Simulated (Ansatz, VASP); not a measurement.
**Two plane-wave programs on BaTe**

INCAR

```
SYSTEM = BaTe
  ALGO = Normal
  EDIFF = 1E-6
  ENCUT = 520
  ISIF = 2
  ISMEAR = 0
  LASPH = .TRUE.
  LCHARG = .FALSE.
  LREAL = .FALSE.
  LWAVE = .FALSE.
  NBANDS = 15
  NELM = 80
  PREC = Accurate
  SIGMA = 0.05
```

The input KPOINTS:

```
k-points
0
G
  6 6 6
  0 0 0
```

Contents of POSCAR:

```
BaTe
1.0
    4.4755893000      0.0000000000      0.0000000000
    0.0000000000      4.4755893000      0.0000000000
    0.0000000000      0.0000000000      4.0493427000
Ba Te
1 1
Direct
    0.0000000000      0.0000000000      0.0000000000
    0.5000000000      0.5000000000      0.5000000000
```

Input for Ansatz:

```yaml
crystal:
  lattice:
    - [4.4755893, 0.0, 0.0]
    - [0.0, 4.4755893, 0.0]
    - [0.0, 0.0, 4.0493427]
  atoms:
    - { symbol: Ba, position: [0.0, 0.0, 0.0] }
    - { symbol: Te, position: [0.5, 0.5, 0.5] }
basis:
  ecutwfc: 420
kpoints:
  mp_grid: { grid: [6, 6, 6] }
hamiltonian:
  xc: lda
scf:
  occupations: { method: gaussian, width: 0.05 }
output:
  forces: true
  stress: true
  eigenvalues: true
```

Change from the starting cell: strain +0.050 along x and y, -0.050 along z, atoms carried along.

Alike in both runs: task single point; functional LDA; k mesh 6 × 6 × 6; occupations gaussian, width 0.05 eV; no spin polarisation.

|  | VASP | Ansatz |
| --- | --- | --- |
| version | VASP 6.6.1 | Ansatz 0.2.0 |
| potentials or method | VASP PAW LDA potentials, release 64 (Ba_sv, Te), cutoff 520 eV | scalar-relativistic, plane waves, PAW |
| valence electrons in the cell | 16 | 26 |

```tsv
	VASP	Ansatz	Ansatz less VASP
pressure (GPa)	-3.9	-4.3	-0.38
traceless stress, the component that is largest in VASP (GPa)	4.54	4.60	+0.058
```

LDA's correlation is that of Perdew and Zunger in VASP and of Perdew and Wang (1992) in Ansatz. VASP's potentials hold 16 valence electrons a cell and Ansatz's 26, so a difference there can come from the potentials and not from the codes.

Neither program's run includes spin-orbit coupling.
